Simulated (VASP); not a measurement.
# InSb (I-4m2) in VASP: a series of runs

The runs below take InSb through single point, with PBEsol.

Program: VASP 6.6.1. These are calculated values, not measurements. Logs are shortened: lines on timing, memory, paths and dates and some standing lists are left out, and cuts for length are marked.

## (1) The cell of the first run

The structure is tetragonal, space group I-4m2 (No. 119). The conventional cell has a = 4.610 Å, b = 4.610 Å, c = 6.618 Å, α = 90.00°, β = 90.00°, γ = 90.00°. In (site symmetry -4m2) has 4 Sb at 2.84 Å within 3.7 Å. Sb (site symmetry -4m2) has 4 In at 2.84 Å within 3.7 Å.

## (2) Single point, PBEsol (strain +0.0150 x Voigt [1, 0, 0, 0, 0, 0])

File INCAR:

```
SYSTEM = InSb
ALGO = Normal
EDIFF = 1E-6
ENCUT = 520
GGA = PS
ISIF = 2
ISMEAR = 0
LASPH = .TRUE.
LCHARG = .FALSE.
LREAL = .FALSE.
LWAVE = .FALSE.
NBANDS = 16
NELM = 80
PREC = Accurate
SIGMA = 0.15
```

File KPOINTS:

```
k-points
0
G
  16 16 16
  0 0 0
```

File POSCAR:

```
InSb
1.0
    0.0000000000      3.2599290654      3.2599290654
    3.3088280014      0.0000000000      3.2599290654
    3.3088280014      3.2599290654      0.0000000000
In Sb
1 1
Direct
    0.0000000000      0.0000000000      0.0000000000
    0.7500000000      0.7500000000      0.7500000000
```

Potentials or basis: VASP PAW PBE potentials, release 64 (In_d, Sb).

Command:

```
$ cat potpaw_PBE.64/In_d/POTCAR potpaw_PBE.64/Sb/POTCAR > POTCAR
$ mpirun -np 1 vasp_std > vasp.out
```

OUTCAR:

```text
SYSTEM = InSb
   EDIFF = 1E-6
   ENCUT = 520
   GGA = PS
   ISIF = 2
   ISMEAR = 0
   LASPH = .TRUE.
   LREAL = .FALSE.
   NELM = 80
   PREC = Accurate

 ion  position               nearest neighbor table
   1  0.000  0.000  0.000-   2 2.84   2 2.84   2 2.84   2 2.84
   2  0.750  0.750  0.750-   1 2.84   1 2.84   1 2.84   1 2.84

  LATTYP: Found a body centered tetragonal cell.
 ALAT       =     4.6102358967
 C/A-ratio  =     1.4354267658

  Lattice vectors:

 A1 = (   3.3088280014,   0.0000000000,   3.2599290654)
 A2 = (   3.3088280014,   0.0000000000,  -3.2599290654)
 A3 = (  -3.3088280014,   3.2599290654,   0.0000000000)

Analysis of symmetry for initial positions (statically):
=====================================================================
 Subroutine PRICEL returns:
 Original cell was already a primitive cell.

 Routine SETGRP: Setting up the symmetry group for a
 body centered tetragonal supercell.

 Subroutine GETGRP returns: Found  8 space group operations
 (whereof  8 operations were pure point group operations)
 out of a pool of 16 trial point group operations.

The static configuration has the point symmetry D_2d.

Analysis of symmetry for dynamics (positions and initial velocities):
=====================================================================
 Subroutine PRICEL returns:
 Original cell was already a primitive cell.

 Routine SETGRP: Setting up the symmetry group for a
 body centered tetragonal supercell.

 Subroutine GETGRP returns: Found  8 space group operations
 (whereof  8 operations were pure point group operations)
 out of a pool of 16 trial point group operations.

The dynamic configuration has the point symmetry D_2d.

 Subroutine INISYM returns: Found  8 space group operations
 (whereof  8 operations are pure point group operations),
 and found     1 'primitive' translations

----------------------------------------------------------------------------------------

                                     Primitive cell

  volume of cell :      70.3267

  direct lattice vectors                    reciprocal lattice vectors
     0.000000000  3.259929065  3.259929065    -0.151110907  0.153377570  0.153377570
     3.308828001  0.000000000  3.259929065     0.151110907 -0.153377570  0.153377570
     3.308828001  3.259929065  0.000000000     0.151110907  0.153377570 -0.153377570

  length of vectors
     4.610235897  4.644941362  4.644941362     0.264355564  0.264355564  0.264355564

  position of ions in fractional coordinates (direct lattice)
     0.000000000  0.000000000  0.000000000
     0.750000000  0.750000000  0.750000000

  ion indices of the primitive-cell ions
   primitive index   ion index
                 1           1
                 2           2

----------------------------------------------------------------------------------------

 KPOINTS: k-points

Automatic generation of k-mesh.
 Grid dimensions read from file:
 generate k-points for:   16   16   16

 Generating k-lattice:

  Cartesian coordinates                     Fractional coordinates (reciprocal lattice)
    -0.009444432  0.009586098  0.009586098     0.062500000  0.000000000  0.000000000
     0.009444432 -0.009586098  0.009586098     0.000000000  0.062500000  0.000000000
     0.009444432  0.009586098 -0.009586098     0.000000000  0.000000000  0.062500000

  Length of vectors
     0.016522223  0.016522223  0.016522223

  Shift w.r.t. Gamma in fractional coordinates (k-lattice)
     0.000000000  0.000000000  0.000000000

 Subroutine IBZKPT returns following result:
 ===========================================

 Found    349 irreducible k-points:

 Following reciprocal coordinates:
            Coordinates               Weight
  0.000000  0.000000  0.000000      1.000000
  0.062500  0.000000  0.000000      8.000000
  0.125000  0.000000  0.000000      8.000000
  0.187500  0.000000  0.000000      8.000000
  0.250000  0.000000  0.000000      8.000000
  0.312500  0.000000  0.000000      8.000000
[... 16 lines left out ...]
 -0.125000  0.062500 -0.000000     16.000000
 -0.062500  0.062500 -0.000000      8.000000
 [... further k-points ...]
   k-points           NKPTS =    349   k-points in BZ     NKDIM =    349   number of bands    NBANDS=     16
   number of dos      NEDOS =    301   number of ions     NIONS =      2
   total plane-waves  NPLWV =  46656
   dimension x,y,z NGX =    36 NGY =   36 NGZ =   36
   dimension x,y,z NGXF=    72 NGYF=   72 NGZF=   72
   ions per type =               1   1
   NGX,Y,Z   is equivalent  to a cutoff of  12.98, 12.88, 12.88 a.u.
   NGXF,Y,Z  is equivalent  to a cutoff of  25.96, 25.77, 25.77 a.u.
 SYSTEM =  InSb
   PREC   = accura    normal or accurate (medium, high low for compatibility)
   ISTART =      0    job   : 0-new  1-cont  2-samecut
   ICHARG =      2    charge: 1-file 2-atom 10-const
   ISPIN  =      1    spin polarized calculation?
   LNONCOLLINEAR =      F non collinear calculations
   LSORBIT =      F    spin-orbit coupling
   LASPH  =      T    aspherical Exc in radial PAW
   ENCUT  =  520.0 eV  38.22 Ry    6.18 a.u.   8.57  8.64  8.64*2*pi/ulx,y,z
   NELM   =     80;   NELMIN=  2; NELMDL= -5     # of ELM steps
   EDIFF  = 0.1E-05   stopping-criterion for ELM
   LREAL  =      F    real-space projection
   EDIFFG = 0.1E-04   stopping-criterion for IOM
   NSW    =      0    number of steps for IOM
   IBRION =     -1    ionic relax: 0-MD 1-quasi-New 2-CG
   NFREE  =      0    steps in history (QN), initial steepest desc. (CG)
   ISIF   =      2    stress and relaxation
   ISYM   =      2    0-nonsym 1-usesym 2-fastsym
   POTIM  = 0.5000    time-step for ionic-motion
   TEBEG  =    0.0;   TEEND  =   0.0 temperature during run
   PSTRESS=    0.0 pullay stress
   NELECT =      18.0000    total number of electrons
   NUPDOWN=      -1.0000    fix difference up-down
   EMIN   =  10.00;   EMAX   =-10.00  energy-range for DOS
   EFERMI =   0.00;   METHOD = LEGACY
   ISMEAR =     0;   SIGMA  =   0.15  broadening in eV -4-tet -1-fermi 0-gaus
   EFERMI_NEDOS =   21; number of points for ismear=-14 and -15
   IALGO  =     38    algorithm
   IMIX   =      4    mixing-type and parameters
     AMIX     =   0.40;   BMIX     =  1.00
     AMIX_MAG =   1.60;   BMIX_MAG =  1.00
  volume/ion in A,a.u.               =      35.16       237.29
  Fermi-wavevector in a.u.,A,eV,Ry     =   1.039423  1.964224 14.699726  1.080399
  Thomas-Fermi vector in A             =   2.173952
   LORBIT       =      0    0 simple, 1 ext, 2 COOP (PROOUT), +10 PAW based schemes
   GGA     = PS    functional components
   LHFCALC =     F    Hartree Fock is set to
   AEXX    =    0.0000 exact exchange contribution
   IVDW    =     0    specifies the selected vdW correction
   LEPSILON=     F    determine dielectric tensor
   LRPA    =     F    only Hartree local field effects (RPA)
 non-spin polarized calculation
 Gauss-broadening in eV      SIGMA  =   0.15
  energy-cutoff  :      520.00
  volume of cell :       70.33
 maximum number of plane-waves:      1915
   NGX = 17   NGY = 17   NGZ = 17

 number of electron      17.9999999 magnetization

 Free energy of the ion-electron system (eV)
  ---------------------------------------------------
  ext. energy  EPLUGINS =         0.00000000
  ---------------------------------------------------
  free energy    TOTEN  =        -7.69845231 eV

  energy without entropy =       -7.69831604  energy(sigma->0) =       -7.69838417

 E-fermi :   4.7650     XC(G=0):  -8.7265

 val. band max:        4.6360811580   @ k =   0.0000   0.0000   0.0000
 cond. band min:       5.0241491251   @ k =   0.5000   0.0000   0.0000
 fundamental gap:      0.3880679671
 Fermi energy:         4.7649864472

 k-point     1 :       0.0000    0.0000    0.0000
  band No.  band energies     occupation
      1      -9.8606      2.00000
      2      -9.8576      2.00000
      3      -9.8576      2.00000
      4      -9.7822      2.00000
      5      -9.7802      2.00000
      6      -5.9270      2.00000
[... 8 lines left out ...]
     15      12.7117      0.00000
     16      12.9376      0.00000

 k-point     2 :       0.0625    0.0000    0.0000
  band No.  band energies     occupation
      1      -9.8610      2.00000
      2      -9.8580      2.00000
      3      -9.8568      2.00000
      4      -9.7823      2.00000
      5      -9.7802      2.00000
      6      -5.8928      2.00000
[... 8 lines left out ...]
     15      12.3474      0.00000
     16      12.5385      0.00000

 k-point     3 :       0.1250    0.0000    0.0000
  band No.  band energies     occupation
      1      -9.8651      2.00000
      2      -9.8565      2.00000
      3      -9.8547      2.00000
      4      -9.7825      2.00000
      5      -9.7803      2.00000
      6      -5.7918      2.00000
[... 8 lines left out ...]
     15      11.9622      0.00000
     16      12.1147      0.00000

 k-point     4 :       0.1875    0.0000    0.0000
  band No.  band energies     occupation
      1      -9.8720      2.00000
      2      -9.8535      2.00000
      3      -9.8517      2.00000
      4      -9.7826      2.00000
      5      -9.7803      2.00000
      6      -5.6287      2.00000
[... 8 lines left out ...]
     15      11.7711      0.00000
     16      11.8696      0.00000
[... 324 lines left out ...]
 k-point    22 :      -0.1875    0.0625   -0.0000
  band No.  band energies     occupation
      1      -9.8765      2.00000
      2      -9.8522      2.00000
      3      -9.8488      2.00000
      4      -9.7826      2.00000
      5      -9.7803      2.00000
      6      -5.5343      2.00000
[... 8 lines left out ...]
     15      11.5111      0.00000
     16      12.1866      0.00000

 k-point    23 :      -0.1250    0.0625   -0.0000
  band No.  band energies     occupation
      1      -9.8693      2.00000
      2      -9.8552      2.00000
      3      -9.8520      2.00000
      4      -9.7825      2.00000
      5      -9.7804      2.00000
      6      -5.7151      2.00000
[... 8 lines left out ...]
     15      11.5554      0.00000
     16      12.0148      0.00000

 k-point    24 :      -0.0625    0.0625   -0.0000
  band No.  band energies     occupation
      1      -9.8640      2.00000
      2      -9.8572      2.00000
      3      -9.8549      2.00000
      4      -9.7823      2.00000
      5      -9.7804      2.00000
      6      -5.8366      2.00000
[... 8 lines left out ...]
     15      11.8890      0.00000
     16      12.2916      0.00000

 [... further k-points ...]

------------------------ aborting loop because EDIFF is reached ----------------------------------------

  FORCE on cell =-STRESS in cart. coord.  units (eV):
  Direction    XX          YY          ZZ          XY          YZ          ZX
  --------------------------------------------------------------------------------------
  -------------------------------------------------------------------------------------
  Total       -0.3972944     -0.2098123     -0.2098123      0.0000000      0.0000000      0.0000000
  in kB       -9.0511239     -4.7799245     -4.7799245      0.0000000      0.0000000      0.0000000
  external PRESSURE =      -6.2036576 kB  Pullay stress =       0.0000000 kB

 VOLUME and BASIS-vectors are now :
 -----------------------------------------------------------------------------
  energy-cutoff  :      520.00
  volume of cell :       70.33
      direct lattice vectors                 reciprocal lattice vectors
     0.000000000  3.259929065  3.259929065    -0.151110907  0.153377570  0.153377570
     3.308828001  0.000000000  3.259929065     0.151110907 -0.153377570  0.153377570
     3.308828001  3.259929065  0.000000000     0.151110907  0.153377570 -0.153377570

 POSITION                                       TOTAL-FORCE (eV/Angst)
 -----------------------------------------------------------------------------------
      0.00000      0.00000      0.00000        -0.000000      0.000000     -0.000000
      4.96324      4.88989      4.88989         0.000000     -0.000000      0.000000
 -----------------------------------------------------------------------------------
    total drift:                                0.000000     -0.000000     -0.000000

  FREE ENERGIE OF THE ION-ELECTRON SYSTEM (eV)
  ---------------------------------------------------
  free  energy   TOTEN  =        -7.6984523074 eV

  energy  without entropy=       -7.6983160390  energy(sigma->0) =       -7.69838417
```

Run time: 3.1 min. Hardware: 1 thread of Intel Xeon Platinum 8488C (Sapphire Rapids), shared host; peak memory 0.52 GiB.

What came out:

* Free energy: -7.6985 eV
* Pressure: -0.6 GPa
* Band gap on the k mesh: zero (filled and empty bands touch)

Stress tensor (GPa, compression positive):
```
-0.91  0.00  0.00
 0.00 -0.48  0.00
 0.00  0.00 -0.48
```

Caveat: the cell differs from its parent crystal (strain +0.0150 x Voigt [1, 0, 0, 0, 0, 0]); semilocal functionals underestimate gaps, and a narrow one can read as zero; the PAW data sets were made with another functional, which shifts forces and pressure a little; spin-orbit coupling is left out, which moves the levels of the heavy elements.

## (3) Single point, PBEsol (strain +0.0450 x Voigt [1, 0, 0, 0, 0, 0])

File INCAR:

```
SYSTEM = InSb
  PREC = Accurate
  ENCUT = 520
  EDIFF = 1E-6
  ISMEAR = 0
  SIGMA = 0.15
  LREAL = .False.
  LASPH = .True.
  NELM = 60
  ALGO = Normal
  ISIF = 2
  LWAVE = .False.
  LCHARG = .True.
  GGA = PS
  LELF = .True.
  LVHAR = .True.
  NBANDS = 16
```

File KPOINTS:

```
regular mesh
0
Gamma
  16 16 16
  0 0 0
```

File POSCAR:

```
InSb
1.0
    0.0000000000      3.2599290654      3.2599290654
    3.4066258733      0.0000000000      3.2599290654
    3.4066258733      3.2599290654      0.0000000000
In Sb
1 1
Direct
    0.0000000000      0.0000000000      0.0000000000
    0.7500000000      0.7500000000      0.7500000000
```

Potentials or basis: VASP PAW PBE potentials, release 64 (In_d, Sb).

Command:

```
$ cat potpaw_PBE.64/In_d/POTCAR potpaw_PBE.64/Sb/POTCAR > POTCAR
$ mpirun -np 1 vasp_std > vasp.out
```

Wall time 3.4 min (1 thread of Intel Xeon Platinum 8488C (Sapphire Rapids), shared host); peak memory 0.54 GiB.

The run converged. Its results:

```
Free energy            : -7.6760 eV
Pressure               : -1.7 GPa
Band gap on the k mesh : zero (filled and empty bands touch)
```

Stress tensor (GPa, compression positive):
```
-2.60  0.00  0.00
 0.00 -1.27  0.00
 0.00  0.00 -1.27
```

Levels at points of the mesh, in eV from the Fermi level:
| k point | band 5 | band 6 | band 7 | band 8 | band 9 | band 10 | band 11 | band 12 | band 13 | band 14 |
| --- | --- | --- | --- | --- | --- | --- | --- | --- | --- | --- |
| (0.00, 0.00, 0.00) | -14.52 | -10.53 | -0.80 | -0.32 | -0.10 | -0.10 | 2.74 | 2.74 | 2.84 | 5.33 |
| (0.50, 0.00, 0.00) | -14.51 | -9.31 | -5.54 | -1.23 | -0.95 | 0.18 | 3.51 | 3.69 | 5.82 | 7.61 |
| (0.50, 0.50, 0.00) | -14.51 | -8.74 | -5.80 | -2.33 | -2.30 | 1.02 | 1.13 | 7.44 | 7.60 | 8.16 |
| (0.00, 0.50, 0.50) | -14.52 | -8.85 | -5.98 | -2.10 | -2.10 | 1.33 | 1.33 | 7.55 | 7.55 | 7.96 |

Caveat: the cell differs from its parent crystal (strain +0.0450 x Voigt [1, 0, 0, 0, 0, 0]); semilocal functionals underestimate gaps, and a narrow one can read as zero; the PAW data sets were made with another functional, which shifts forces and pressure a little; spin-orbit coupling is left out, which moves the levels of the heavy elements.

The gap in the log of VASP goes by the Fermi energy; the results here count the filled bands.